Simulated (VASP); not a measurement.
A run of VASP 6.6.1:

Contents of POSCAR:

```
As
1.0
    0.0000000000      2.1282211675      2.1282211675
    2.1282211675      0.0000000000      2.1282211675
    2.1282211675      2.1282211675      0.0000000000
As
1
Direct
    0.0000000000      0.0000000000      0.0000000000
```

INCAR.step1

```
PREC = Accurate ; ENCUT = 550
ISMEAR = -1 ; SIGMA = 0.05
LREAL = F ; LASPH = T
NELM = 120 ; NBANDS = 8
GGA = PE ; ALGO = Normal
EDIFF = 1E-5 ; LWAVE = T
LCHARG = F ; GGA_COMPAT = F
```

Contents of INCAR.step2:

```
PREC = Accurate ; ENCUT = 550
EDIFF = 1E-6 ; ISMEAR = -1
SIGMA = 0.05 ; LREAL = F
LASPH = T ; NELM = 120
ALGO = Normal ; ISIF = 2
LWAVE = F ; LCHARG = F
METAGGA = R2SCAN ; LMIXTAU = T
NBANDS = 8 ; ISTART = 1
GGA_COMPAT = F
```

Contents of KPOINTS:

```
regular mesh
0
Gamma
  8 8 8
```

Potentials or basis: VASP PAW PBE potentials, release 64 (As).

Run with:

```bash
$ cat potpaw_PBE.64/As/POTCAR > POTCAR
$ cp INCAR.step1 INCAR
$ mpirun -np 1 vasp_std > vasp.out
$ cp INCAR.step2 INCAR
$ mpirun -np 1 vasp_std > vasp.out
```

Hardware: 1 thread of Intel(R) Xeon(R) Platinum 8488C (Sapphire Rapids), on a shared host.

**Question.** Estimate the wall time of this run.

**Answer.** It took 12 s on 1 thread of Intel(R) Xeon(R) Platinum 8488C (Sapphire Rapids) (shared host), peak memory 0.14 GiB. Counts: k points 29.
